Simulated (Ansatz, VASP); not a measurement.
## B: VASP beside Ansatz

```xyz
7
Lattice="2.3943 0.0000 0.0000 -1.1972 2.0736 0.0000 0.0000 0.0000 9.1511" Properties=species:S:1:pos:R:3 pbc="T T T"
B     0.0000    0.0000    0.0000
B     0.0000    1.3824    1.3380
B     0.0000    0.0000    2.6251
B     1.1972    0.6912    3.9518
B     0.0000    1.3824    5.1993
B     0.0000    0.0000    6.5261
B     1.1972    0.6912    7.8131
```

Alike in both runs: task relaxation of cell and atoms; functional PBE; k mesh 12 × 12 × 2; occupations gaussian, width 0.1 eV; no spin polarisation.

|  | VASP | Ansatz |
| --- | --- | --- |
| version | VASP 6.6.1 | Ansatz 0.2.0 |
| potentials or method | VASP PAW PBE potentials, release 64 (B), cutoff 600 eV | scalar-relativistic, plane waves, PAW |
| valence electrons in the cell | 21 | 21 |

```csv
,VASP,Ansatz,Ansatz less VASP
"gap on the k mesh at the Fermi level, each at its own relaxed structure (eV)",none,none,-
relaxed volume (Å³/atom),6.50,6.49,-0.004
relaxed length of the cell vector where the two differ most in proportion (Å),9.169,9.176,+0.0071
```

A gap of «none» marks a metal or a gap that the smearing closes.

Noted on VASP's run: too few bands were computed for a metal, which touches its energy and stress.
